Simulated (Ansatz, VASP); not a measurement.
## CdTe: VASP beside Ansatz

Contents of INCAR:

```
PREC = Accurate ; ENCUT = 520
EDIFF = 1E-8 ; ISMEAR = -1
SIGMA = 0.05 ; LREAL = F
LASPH = T ; NELM = 60
ALGO = Normal ; ISIF = 2
LWAVE = F ; LCHARG = F
GGA = PS ; LEFG = T
NBANDS = 26
```

File KPOINTS:

```
regular mesh
0
Gamma
  9 9 6
```

POSCAR

```
CdTe
1.0
    3.0447179573     -3.0738391863      0.0000000000
    3.0447179573      3.0738391863      0.0000000000
    0.0000000000      0.0000000000      6.0497739093
Cd Te
2 2
Direct
    0.2770300000      0.7229700000      0.7500000000
    0.7229700000      0.2770300000      0.2500000000
    0.7661370000      0.2338630000      0.7500000000
    0.2338630000      0.7661370000      0.2500000000
```

Input for Ansatz:

```yaml
crystal:
  lattice:
    - [3.0447179573, -3.0738391863, 0.0]
    - [3.0447179573, 3.0738391863, 0.0]
    - [0.0, 0.0, 6.0497739093]
  atoms:
    - { symbol: Cd, position: [0.27703, 0.72297, 0.75] }
    - { symbol: Cd, position: [0.72297, 0.27703, 0.25] }
    - { symbol: Te, position: [0.766137, 0.233863, 0.75] }
    - { symbol: Te, position: [0.233863, 0.766137, 0.25] }
kpoints:
  mp_grid: { grid: [9, 9, 6] }
scf:
  occupations: { method: fermi_dirac, width: 0.05 }
hamiltonian:
  xc: pbesol
  pseudopotentials: { kind: all_electron, datasets: crystal }
output:
  forces: true
  stress: true
  eigenvalues: true
  efg: { contact_densities: true }
```

Change from the starting cell: volume scaled by 0.98, crystal datasets.

Alike in both runs: task electric field gradients; functional PBEsol; k mesh 9 × 9 × 6; occupations fermi-dirac, width 0.05 eV; no spin polarisation.

|  | VASP | Ansatz |
| --- | --- | --- |
| version | VASP 6.6.1 | Ansatz 0.2.0 |
| potentials or method | VASP PAW PBE potentials, release 64 (Cd, Te), cutoff 520 eV | all-electron PAW with datasets made for the crystal, scalar-relativistic |

|  | VASP | Ansatz | Ansatz less VASP |
| --- | --- | --- | --- |
| pressure (GPa) | -2.2 | -2.4 | -0.19 |
| traceless stress, the component that is largest in VASP (GPa) | 0.28 | 0.28 | -0.007 |
| rms of the force components (eV/Å) | 0.023 | 0.024 | +0.0007 |
| size of Vzz on the site where it differs most (V/Å²) | 8.0 | 8.7 | +0.68 |

VASP's potentials were made for PBE, not for PBEsol. Atom by atom the forces differ by 0.003 eV/Å (rms over components). Ansatz ran all-electron here, and VASP with PAW potentials.

Spin-orbit coupling is off throughout.
